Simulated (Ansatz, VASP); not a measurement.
Te: VASP beside Ansatz

The input POSCAR:

```
Te
1.0
    4.4540000000      0.0000000000      0.0000000000
   -2.2270000000      3.8572771485      0.0000000000
    0.0000000000      0.0000000000      5.9240000000
Te
3
Direct
    0.7310000000      0.7310000000      0.0000000000
    0.0000000000      0.2690000000      0.6666666667
    0.2690000000      0.0000000000      0.3333333333
```

The input INCAR.step1:

```
PREC = Accurate ; ENCUT = 520
EDIFF = 1E-5 ; ISMEAR = -1
SIGMA = 0.05 ; LREAL = False
LASPH = True ; NELM = 60
ALGO = Normal ; ISIF = 2
LWAVE = True ; LCHARG = False
GGA = PE ; NBANDS = 16
```

INCAR.step2

```
PREC = Accurate ; ENCUT = 520
EDIFF = 1E-7 ; ISMEAR = -1
SIGMA = 0.05 ; LREAL = False
LASPH = True ; NELM = 60
ALGO = Normal ; ISIF = 2
LWAVE = False ; LCHARG = False
GGA = PE ; LHFCALC = True
AEXX = 0.15 ; HFSCREEN = 0.2078699
PRECFOCK = Normal ; ISTART = 1
NBANDS = 16
```

The input KPOINTS:

```
Automatic mesh
0
Gamma
  4 4 3
```

Contents of input.yaml:

```yaml
crystal:
  lattice:
    - [4.454, 0.0, 0.0]
    - [-2.227, 3.8572771485, 0.0]
    - [0.0, 0.0, 5.924]
  atoms:
    - { symbol: Te, position: [0.731, 0.731, 0.0] }
    - { symbol: Te, position: [0.0, 0.269, 0.6666666667] }
    - { symbol: Te, position: [0.269, 0.0, 0.3333333333] }
hamiltonian:
  xc:
    exchange: pbe
    correlation: pbe
    exx: { coeff: 0.15, omega: 0.2078699 }
  pseudopotentials: { kind: paw }
kpoints:
  mp_grid: { grid: [4, 4, 3] }
scf:
  occupations: { method: fermi_dirac, width: 0.05 }
output:
  forces: true
  stress: true
  eigenvalues: true
  write_density: true
  write_potential: true
  elf: true
  volumetric_format: npy
```

Alike in both runs: task single point; functional PBE-based screened hybrid; k mesh 4 × 4 × 3; occupations fermi-dirac, width 0.05 eV; no spin polarisation.

```csv
,VASP,Ansatz
version,VASP 6.6.1,Ansatz 0.2.0
potentials or method,"VASP PAW PBE potentials, release 64 (Te)",Ansatz PAW
plane-wave cutoff (eV),520,420
valence electrons in the cell,18,48
```

Ansatz gave:

```
gap on the k mesh at the Fermi level (eV)                     : 1.07
least direct gap on the mesh (eV)                             : 1.28
pressure (GPa)                                                : 0.5
traceless stress, the component that is largest in VASP (GPa) : -0.39
rms of the force components (eV/Å)                            : 0.072
```

Task: Estimate VASP's values.

Result: gap on the k mesh at the Fermi level (eV): 1.06; least direct gap on the mesh (eV): 1.27; pressure (GPa): 0.3; traceless stress, the component that is largest in VASP (GPa): -0.46; rms of the force components (eV/Å): 0.075.

VASP's potentials were made for PBE, not for PBE-based screened hybrid. Atom by atom the forces differ by 0.003 eV/Å (rms over components). The functional is the same, so the differences come from potentials, cutoffs and numerics. VASP's potentials hold 18 valence electrons a cell and Ansatz's 48, so a difference there can come from the potentials and not from the codes.

Spin-orbit coupling is off throughout. Noted on Ansatz's run: odd divisions of the mesh miss points on the zone boundary, where band edges often lie, so the gap on the mesh can be too wide.
